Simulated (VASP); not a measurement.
The system is Nb.

```
Nb
1.0
     0.00000    2.08642    2.08642
     2.08642    0.00000    2.08642
     2.08642    2.08642    0.00000
Nb
1
Direct
  0.00000 0.00000 0.00000
```

This cell differs from its parent crystal: volume scaled by 0.96.

Base run:

```yaml
Program: VASP 6.6.1
Functional: LDA
Potentials_or_basis: VASP PAW LDA potentials, release 64 (Nb_sv)
Cutoff: 520 eV
k_mesh: 11 × 11 × 11
Occupations: fermi-dirac, width 0.05 eV
Spin: no spin polarisation
```

Its results: pressure -4.8 GPa.

**Question.** The run is repeated on the same cell with these changes: functional from LDA to r2SCAN; potentials or basis from VASP PAW LDA potentials, release 64 (Nb_sv) to VASP PAW PBE potentials, release 64 (Nb_sv). What comes out?

**Answer.** Pressure 4.2 GPa.

Caveats: the PAW data sets were made with another functional, which shifts forces and pressure a little (some runs).
